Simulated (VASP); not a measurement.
# KBr in VASP: notebook

KBr is run at these levels: PBE; tasks: single point.

Everything below comes from runs of VASP 6.6.1. Logs are shortened: lines on timing, memory, paths and dates and some standing lists are left out, and cuts for length are marked.

## (1) The cell of the first run

It takes space group R-3m (No. 166, trigonal). The conventional cell has a = 4.647 Å, b = 4.647 Å, c = 11.517 Å, α = 90.00°, β = 90.00°, γ = 120.00°. Within 4.3 Å of K (site symmetry -3m) lie 6 Br at 3.30 Å. Within 4.3 Å of Br (site symmetry -3m) lie 6 K at 3.30 Å.

## (2) Single point, PBE (epitaxial 111 strain -0.5%)

Input file INCAR:

```
PREC     = Accurate       # precision mode
ENCUT    = 520            # plane-wave cutoff, eV
EDIFF    = 1E-7           # SCF threshold, eV
ISMEAR   = 0              # smearing method
SIGMA    = 0.01           # smearing width, eV
LREAL    = F              # projectors in reciprocal space
LASPH    = T              # aspherical terms in the spheres
NELM     = 80             # most SCF steps
ALGO     = Normal         # electronic algorithm
ISIF     = 2              # what is computed and relaxed
LWAVE    = F              # write WAVECAR
LCHARG   = F              # write CHGCAR
GGA      = PE             # functional
NBANDS   = 15             # bands
```

Input file KPOINTS:

```
Automatic mesh
0
Gamma
  4 4 4
```

Input file POSCAR:

```
KBr
1.0
    0.0259123081      3.3116488838      3.3116488838
    3.3116488838      0.0259123081      3.3116488838
    3.3116488838      3.3116488838      0.0259123081
K Br
1 1
Direct
    0.0000000000      0.0000000000      0.0000000000
    0.5000000000      0.5000000000      0.5000000000
```

Potentials or basis: VASP PAW PBE potentials, release 64 (K_sv, Br).

On the command line:

```bash
$ cat potpaw_PBE.64/K_sv/POTCAR potpaw_PBE.64/Br/POTCAR > POTCAR
$ mpirun -np 1 vasp_std > vasp.out
```

OUTCAR:

```text
PREC = Accurate
   ENCUT = 520
   EDIFF = 1E-7
   ISMEAR = 0
   LREAL = F
   LASPH = T
   NELM = 80
   ISIF = 2
   GGA = PE

 ion  position               nearest neighbor table
   1  0.000  0.000  0.000-   2 3.30   2 3.30   2 3.30   2 3.30   2 3.30   2 3.30
   2  0.500  0.500  0.500-   1 3.30   1 3.30   1 3.30   1 3.30   1 3.30   1 3.30

  LATTYP: Found a trigonal (rhomboedric) cell.
 ALAT       =     4.6834504489
 COS(alpha) =     0.5078090489

  Lattice vectors:

 A1 = (   0.0259123081,   3.3116488838,   3.3116488838)
 A2 = (   3.3116488838,   0.0259123081,   3.3116488838)
 A3 = (   3.3116488838,   3.3116488838,   0.0259123081)

Analysis of symmetry for initial positions (statically):
=====================================================================
 Subroutine PRICEL returns:
 Original cell was already a primitive cell.

 Routine SETGRP: Setting up the symmetry group for a
 trigonal (rhombohedral) supercell.

 Subroutine GETGRP returns: Found 12 space group operations
 (whereof 12 operations were pure point group operations)
 out of a pool of 12 trial point group operations.

The static configuration has the point symmetry D_3d.

Analysis of symmetry for dynamics (positions and initial velocities):
=====================================================================
 Subroutine PRICEL returns:
 Original cell was already a primitive cell.

 Routine SETGRP: Setting up the symmetry group for a
 trigonal (rhombohedral) supercell.

 Subroutine GETGRP returns: Found 12 space group operations
 (whereof 12 operations were pure point group operations)
 out of a pool of 12 trial point group operations.

The dynamic configuration has the point symmetry D_3d.

 Subroutine INISYM returns: Found 12 space group operations
 (whereof 12 operations are pure point group operations),
 and found     1 'primitive' translations

----------------------------------------------------------------------------------------

                                     Primitive cell

  volume of cell :      71.7853

  direct lattice vectors                    reciprocal lattice vectors
     0.025912308  3.311648884  3.311648884    -0.152765906  0.151579855  0.151579855
     3.311648884  0.025912308  3.311648884     0.151579855 -0.152765906  0.151579855
     3.311648884  3.311648884  0.025912308     0.151579855  0.151579855 -0.152765906

  length of vectors
     4.683450449  4.683450449  4.683450449     0.263230559  0.263230559  0.263230559

  position of ions in fractional coordinates (direct lattice)
     0.000000000  0.000000000  0.000000000
[... 77 lines left out ...]
   NELECT =      16.0000    total number of electrons
   NUPDOWN=      -1.0000    fix difference up-down
   EMIN   =  10.00;   EMAX   =-10.00  energy-range for DOS
   EFERMI =   0.00;   METHOD = LEGACY
   ISMEAR =     0;   SIGMA  =   0.01  broadening in eV -4-tet -1-fermi 0-gaus
   EFERMI_NEDOS =   21; number of points for ismear=-14 and -15
   IALGO  =     38    algorithm
   IMIX   =      4    mixing-type and parameters
     AMIX     =   0.40;   BMIX     =  1.00
     AMIX_MAG =   1.60;   BMIX_MAG =  1.00
  volume/ion in A,a.u.               =      35.89       242.22
  Fermi-wavevector in a.u.,A,eV,Ry     =   0.992589  1.875722 13.404919  0.985234
  Thomas-Fermi vector in A             =   2.124412
   LORBIT       =      0    0 simple, 1 ext, 2 COOP (PROOUT), +10 PAW based schemes
   GGA     = PE    functional components
   LHFCALC =     F    Hartree Fock is set to
   AEXX    =    0.0000 exact exchange contribution
   IVDW    =     0    specifies the selected vdW correction
   LEPSILON=     F    determine dielectric tensor
   LRPA    =     F    only Hartree local field effects (RPA)
 non-spin polarized calculation
 Gauss-broadening in eV      SIGMA  =   0.01
  energy-cutoff  :      520.00
  volume of cell :       71.79
 maximum number of plane-waves:      1949
 NGX is ok and might be reduce to    36
   NGX = 17   NGY = 17   NGZ = 17

 number of electron      15.9999998 magnetization

 Free energy of the ion-electron system (eV)
  ---------------------------------------------------
  ext. energy  EPLUGINS =         0.00000000
  ---------------------------------------------------
  free energy    TOTEN  =        -6.21400470 eV

  energy without entropy =       -6.21400470  energy(sigma->0) =       -6.21400470

 E-fermi :  -1.6566     XC(G=0):  -7.3753

 val. band max:       -1.7258642750   @ k =   0.0000   0.0000   0.0000
 cond. band min:       2.7016004515   @ k =   0.0000   0.0000   0.0000
 fundamental gap:      4.4274647265
 Fermi energy:        -1.6566200703

 k-point     1 :       0.0000    0.0000    0.0000
  band No.  band energies     occupation
      1     -29.5147      2.00000
      2     -14.0283      2.00000
      3     -12.9925      2.00000
      4     -12.9925      2.00000
      5     -12.9914      2.00000
      6      -1.7522      2.00000
      7      -1.7259      2.00000
      8      -1.7259      2.00000
      9       2.7016      0.00000
     10       5.8082      0.00000
     11       5.8997      0.00000
     12       5.8997      0.00000
     13       6.6935      0.00000
     14       6.6935      0.00000
[... 203 lines left out ...]
      2     -14.2118      2.00000
      3     -12.9975      2.00000
      4     -12.9975      2.00000
      5     -12.7359      2.00000
      6      -2.9200      2.00000
      7      -2.0497      2.00000
      8      -2.0497      2.00000
      9       4.8616      0.00000
     10       6.4666      0.00000
     11       8.0067      0.00000
     12       8.0067      0.00000
     13       8.3836      0.00000
     14       8.3836      0.00000
     15       9.1767      0.00000

------------------------ aborting loop because EDIFF is reached ----------------------------------------

  FORCE on cell =-STRESS in cart. coord.  units (eV):
  Direction    XX          YY          ZZ          XY          YZ          ZX
  --------------------------------------------------------------------------------------
  -------------------------------------------------------------------------------------
  Total        0.3490448      0.3490448      0.3490448     -0.0179488     -0.0179488     -0.0179488
  in kB        7.7903368      7.7903368      7.7903368     -0.4005992     -0.4005992     -0.4005992
  external PRESSURE =       7.7903368 kB  Pullay stress =       0.0000000 kB

 VOLUME and BASIS-vectors are now :
 -----------------------------------------------------------------------------
  energy-cutoff  :      520.00
  volume of cell :       71.79
      direct lattice vectors                 reciprocal lattice vectors
     0.025912308  3.311648884  3.311648884    -0.152765906  0.151579855  0.151579855
     3.311648884  0.025912308  3.311648884     0.151579855 -0.152765906  0.151579855
     3.311648884  3.311648884  0.025912308     0.151579855  0.151579855 -0.152765906

 POSITION                                       TOTAL-FORCE (eV/Angst)
 -----------------------------------------------------------------------------------
      0.00000      0.00000      0.00000         0.000000     -0.000000      0.000000
      3.32461      3.32461      3.32461        -0.000000      0.000000     -0.000000
 -----------------------------------------------------------------------------------
    total drift:                                0.000000      0.000000      0.000000

  FREE ENERGIE OF THE ION-ELECTRON SYSTEM (eV)
  ---------------------------------------------------
  free  energy   TOTEN  =        -6.2140047045 eV

  energy  without entropy=       -6.2140047045  energy(sigma->0) =       -6.21400470
```

stdout:

```text
POSCAR found type information on POSCAR K Br
 POSCAR found :  2 types and       2 ions
 scaLAPACK will be used
 LDA part: xc-table for (Slater+PW92), standard interpolation
 POSCAR, INCAR and KPOINTS ok, starting setup
 FFT: planning ... GRIDC
 FFT: planning ... GRID_SOFT
 FFT: planning ... GRID
 WAVECAR not read
 entering main loop
```

It took 31 s on 1 thread of Intel Xeon 8259CL, shared host; peak memory 0.21 GiB.

Results:

| Property | Result |
| --- | --- |
| Free energy | -6.2140 eV |
| Pressure | 0.8 GPa |
| Band gap on the k mesh | 4.43 eV |

Levels at points of the mesh, in eV from the valence-band top:
```csv
k point,band 5,band 6,band 7,band 8,band 9,band 10,band 11,band 12
"(0.00, 0.00, 0.00)",-11.27,-0.03,0.00,0.00,4.43,7.53,7.63,7.63
"(0.50, 0.00, 0.00)",-11.02,-1.19,-0.36,-0.34,6.58,8.24,9.73,9.80
"(0.50, 0.50, 0.00)",-11.30,-0.82,-0.31,-0.28,5.85,7.19,9.36,9.51
"(0.50, 0.50, 0.50)",-11.01,-1.19,-0.32,-0.32,6.59,8.19,9.73,9.73
```

Caveat: the cell differs from its parent crystal (epitaxial 111 strain -0.5%).

## (3) Single point, PBE (strain along [111] +2.5%)

Input file INCAR:

```
ALGO = Normal ; EDIFF = 1E-6
ENCUT = 520 ; GGA = PE
ISIF = 2 ; ISMEAR = 0
LASPH = True ; LCHARG = False
LREAL = False ; LWAVE = False
NBANDS = 15 ; NELM = 80
PREC = Accurate ; SIGMA = 0.01
```

Input file KPOINTS:

```
k-points
0
Gamma
  4 4 4
```

Input file POSCAR:

```
KBr
1.0
    0.0550374636      3.3572852783      3.3572852783
    3.3572852783      0.0550374636      3.3572852783
    3.3572852783      3.3572852783      0.0550374636
K Br
1 1
Direct
    0.0000000000      0.0000000000      0.0000000000
    0.5000000000      0.5000000000      0.5000000000
```

Potentials or basis: VASP PAW PBE potentials, release 64 (K_sv, Br).

On the command line:

```bash
$ cat potpaw_PBE.64/K_sv/POTCAR potpaw_PBE.64/Br/POTCAR > POTCAR
$ mpirun -np 1 vasp_std > vasp.out
```

Wall time 30 s (1 thread of Intel Xeon 8259CL, shared host); peak memory 0.21 GiB.

The run converged. Its results:

| Quantity | Value |
| --- | --- |
| Free energy | -6.2204 eV |
| Pressure | 0.3 GPa |
| Band gap on the k mesh | 4.34 eV |

Stress tensor (GPa, compression positive):
```
 0.33 -0.09 -0.09
-0.09  0.33 -0.09
-0.09 -0.09  0.33
```

Levels at points of the mesh, in eV from the valence-band top:
```tsv
k point	band 4	band 5	band 6	band 7	band 8	band 9	band 10	band 11	band 12	band 13
(0.00, 0.00, 0.00)	-11.34	-11.33	-0.05	0.00	0.00	4.34	7.46	7.64	7.64	8.39
(0.50, 0.00, 0.00)	-11.34	-11.10	-1.14	-0.37	-0.32	6.51	8.13	9.61	9.76	9.86
(0.50, 0.50, 0.00)	-11.37	-11.37	-0.81	-0.32	-0.27	5.87	7.08	9.30	9.34	9.55
(0.50, 0.50, 0.50)	-11.34	-11.09	-1.15	-0.29	-0.29	6.52	8.03	9.62	9.62	10.05
```

Caveat: the cell differs from its parent crystal (strain along [111] +2.5%).

## (4) Single point, PBE

This run uses another cell than the first one, of 36.01 Å³/atom.

Input file INCAR:

```
SYSTEM = KBr
ALGO = Normal
EDIFF = 1E-7
ENCUT = 520
GGA = PE
ISIF = 2
ISMEAR = -1
LASPH = .True.
LCHARG = .False.
LREAL = .False.
LWAVE = .False.
NBANDS = 15
NELM = 60
PREC = Accurate
SIGMA = 0.02
```

Input file KPOINTS:

```
k-points
0
Gamma
  6 6 6
  0 0 0
```

Input file POSCAR:

```
KBr
1.0
    0.0000000000      3.3022478147      3.3022478147
    3.3022478147      0.0000000000      3.3022478147
    3.3022478147      3.3022478147      0.0000000000
K Br
1 1
Direct
    0.0000000000      0.0000000000      0.0000000000
    0.5000000000      0.5000000000      0.5000000000
```

On the command line:

```bash
$ cat potpaw_PBE.64/K_sv/POTCAR potpaw_PBE.64/Br/POTCAR > POTCAR
$ mpirun -np 1 vasp_std > vasp.out
```

It took 26 s on 1 thread of Intel Xeon 8259CL, shared host; peak memory 0.21 GiB.

It converged, with:

```
Free energy            : -6.2158 eV
Pressure               : 0.7 GPa
Band gap on the k mesh : 4.43 eV
```

Levels at points of the mesh, in eV from the valence-band top:
| k point | band 4 | band 5 | band 6 | band 7 | band 8 | band 9 | band 10 | band 11 | band 12 | band 13 |
| --- | --- | --- | --- | --- | --- | --- | --- | --- | --- | --- |
| (0.00, 0.00, 0.00) | -11.26 | -11.26 | 0.00 | 0.00 | 0.00 | 4.43 | 7.60 | 7.60 | 7.60 | 8.43 |
| (0.50, 0.00, 0.00) | -11.27 | -11.01 | -1.17 | -0.33 | -0.33 | 6.59 | 8.23 | 9.76 | 9.76 | 10.07 |
| (0.50, 0.50, 0.00) | -11.30 | -11.30 | -0.81 | -0.28 | -0.28 | 5.87 | 7.19 | 9.36 | 9.50 | 9.67 |

## (5) Single point, PBE (epitaxial xy strain -2.5%)

Input file INCAR:

```
SYSTEM = KBr
PREC = Accurate
ENCUT = 520
EDIFF = 1E-6
ISMEAR = -1
SIGMA = 0.02
LREAL = .FALSE.
LASPH = .TRUE.
NELM = 80
ALGO = Normal
ISIF = 2
LWAVE = .FALSE.
LCHARG = .FALSE.
GGA = PE
NBANDS = 15
```

Input file KPOINTS:

```
regular mesh
0
G
  6 6 6
  0 0 0
```

Input file POSCAR:

```
KBr
1.0
    0.0000000000      3.2196916193      3.3244293903
    3.2196916193      0.0000000000      3.3244293903
    3.2196916193      3.2196916193      0.0000000000
K Br
1 1
Direct
    0.0000000000      0.0000000000      0.0000000000
    0.5000000000      0.5000000000      0.5000000000
```

Potentials or basis: VASP PAW PBE potentials, release 64 (K_sv, Br).

On the command line:

```bash
$ cat potpaw_PBE.64/K_sv/POTCAR potpaw_PBE.64/Br/POTCAR > POTCAR
$ mpirun -np 1 vasp_std > vasp.out
```

OUTCAR:

```text
SYSTEM = KBr
   PREC = Accurate
   ENCUT = 520
   EDIFF = 1E-6
   ISMEAR = -1
   LREAL = .FALSE.
   LASPH = .TRUE.
   NELM = 80
   ISIF = 2
   GGA = PE

 ion  position               nearest neighbor table
   1  0.000  0.000  0.000-   2 3.22   2 3.22   2 3.22   2 3.22
   2  0.500  0.500  0.500-   1 3.22   1 3.22   1 3.22   1 3.22

  LATTYP: Found a body centered tetragonal cell.
 ALAT       =     4.5533315547
 C/A-ratio  =     1.4602184578

  Lattice vectors:

 A1 = (  -3.2196916193,   0.0000000000,   3.3244293903)
 A2 = (   3.2196916193,   0.0000000000,   3.3244293903)
 A3 = (   0.0000000000,   3.2196916193,  -3.3244293903)

Analysis of symmetry for initial positions (statically):
=====================================================================
 Subroutine PRICEL returns:
 Original cell was already a primitive cell.

 Routine SETGRP: Setting up the symmetry group for a
 body centered tetragonal supercell.

 Subroutine GETGRP returns: Found 16 space group operations
 (whereof 16 operations were pure point group operations)
 out of a pool of 16 trial point group operations.

[... 176 lines left out ...]
      6      -1.5823      2.00000
      7      -1.5612      2.00000
      8      -1.5612      2.00000
      9       2.9778      0.00000
     10       5.9079      0.00000
     11       6.1111      0.00000
     12       6.1111      0.00000
     13       6.8253      0.00000
     14       6.9637      0.00000
[... 401 lines left out ...]
      2     -13.8965      2.00000
      3     -12.8118      2.00000
      4     -12.7770      2.00000
      5     -12.7045      2.00000
      6      -2.4168      2.00000
      7      -2.0300      2.00000
      8      -1.8979      2.00000
      9       4.6812      0.00000
     10       6.0427      0.00000
     11       7.5406      0.00000
     12       8.0921      0.00000
     13       8.4182      0.00000
     14       9.0147      0.00000
     15       9.6241      0.00000

 [... further k-points ...]

------------------------ aborting loop because EDIFF is reached ----------------------------------------

  FORCE on cell =-STRESS in cart. coord.  units (eV):
  Direction    XX          YY          ZZ          XY          YZ          ZX
  --------------------------------------------------------------------------------------
  -------------------------------------------------------------------------------------
  Total        0.8649801      0.8649801      0.3281596      0.0000000      0.0000000      0.0000000
  in kB       20.1067104     20.1067104      7.6281646      0.0000000      0.0000000      0.0000000
  external PRESSURE =      15.9471951 kB  Pullay stress =       0.0000000 kB

 VOLUME and BASIS-vectors are now :
 -----------------------------------------------------------------------------
  energy-cutoff  :      520.00
  volume of cell :       68.92
      direct lattice vectors                 reciprocal lattice vectors
     0.000000000  3.219691619  3.324429390    -0.155294376  0.155294376  0.150401751
     3.219691619  0.000000000  3.324429390     0.155294376 -0.155294376  0.150401751
     3.219691619  3.219691619  0.000000000     0.155294376  0.155294376 -0.150401751

 POSITION                                       TOTAL-FORCE (eV/Angst)
 -----------------------------------------------------------------------------------
      0.00000      0.00000      0.00000        -0.000000      0.000000      0.000000
      3.21969      3.21969      3.32443         0.000000     -0.000000      0.000000
 -----------------------------------------------------------------------------------
    total drift:                                0.000000      0.000000      0.000000

  FREE ENERGIE OF THE ION-ELECTRON SYSTEM (eV)
  ---------------------------------------------------
  free  energy   TOTEN  =        -6.1881329209 eV

  energy  without entropy=       -6.1881329209  energy(sigma->0) =       -6.18813292
```

OSZICAR:

```text
N       E                     dE             d eps       ncg     rms          rms(c)
DAV:   1     0.100936594700E+03    0.10094E+03   -0.69924E+03   900   0.947E+02
DAV:   2    -0.158333406157E-01   -0.10095E+03   -0.91424E+02  1180   0.227E+02
DAV:   3    -0.613337865290E+01   -0.61175E+01   -0.60829E+01  1229   0.503E+01
DAV:   4    -0.635147146457E+01   -0.21809E+00   -0.21803E+00  1316   0.856E+00
DAV:   5    -0.635319568457E+01   -0.17242E-02   -0.17242E-02  1250   0.891E-01    0.338E+00
DAV:   6    -0.618891386448E+01    0.16428E+00   -0.21005E-01  1117   0.225E+00    0.248E+00
DAV:   7    -0.617876701281E+01    0.10147E-01   -0.10639E-01  1222   0.178E+00    0.108E+00
DAV:   8    -0.618707701895E+01   -0.83100E-02   -0.11371E-02   977   0.792E-01    0.115E-01
DAV:   9    -0.618782687701E+01   -0.74986E-03   -0.68729E-04  1236   0.163E-01    0.755E-02
DAV:  10    -0.618811397631E+01   -0.28710E-03   -0.27709E-04   929   0.964E-02    0.108E-02
DAV:  11    -0.618813153049E+01   -0.17554E-04   -0.24674E-05  1175   0.297E-02    0.637E-03
DAV:  12    -0.618813283509E+01   -0.13046E-05   -0.35578E-06   920   0.127E-02    0.145E-03
DAV:  13    -0.618813292095E+01   -0.85862E-07   -0.91713E-08  1003   0.180E-03
   1 F= -.61881329E+01 E0= -.61881329E+01  d E =-.304809E-10
```

It took 40 s on 1 thread of Intel Xeon 8259CL, shared host; peak memory 0.21 GiB.

What came out:

- Free energy: -6.1881 eV
- Pressure: 1.6 GPa
- Band gap on the k mesh: 4.54 eV

Stress tensor (GPa, compression positive):
```
2.01 0.00 0.00
0.00 2.01 0.00
0.00 0.00 0.76
```

Caveat: the cell differs from its parent crystal (epitaxial xy strain -2.5%).

## (6) Overview

| cell | k mesh | smearing | gap on the mesh (eV) | pressure (GPa) |
| --- | --- | --- | --- | --- |
| a = 4.683 Å, angles 59.5°, 2 atoms | 4 × 4 × 4 | gaussian 0.01 eV | 4.43 | 0.8 |
| a = 4.748 Å, angles 58.9°, 2 atoms | 4 × 4 × 4 | gaussian 0.01 eV | 4.34 | 0.3 |
| a = 4.670 Å, angles 60.0°, 2 atoms | 6 × 6 × 6 | fermi-dirac 0.02 eV | 4.43 | 0.7 |
| a = 4.628, b = 4.628, c = 4.553 Å, angles 60.5, 60.5, 58.9°, 2 atoms | 6 × 6 × 6 | fermi-dirac 0.02 eV | 4.54 | 1.6 |

Alike in all rows: task single point; level PBE; potentials or basis VASP PAW PBE potentials, release 64 (K_sv, Br); no spin polarisation; cutoff (eV) 520.

Total energies depend on the potentials used, so only differences within one code and one set of settings carry meaning.
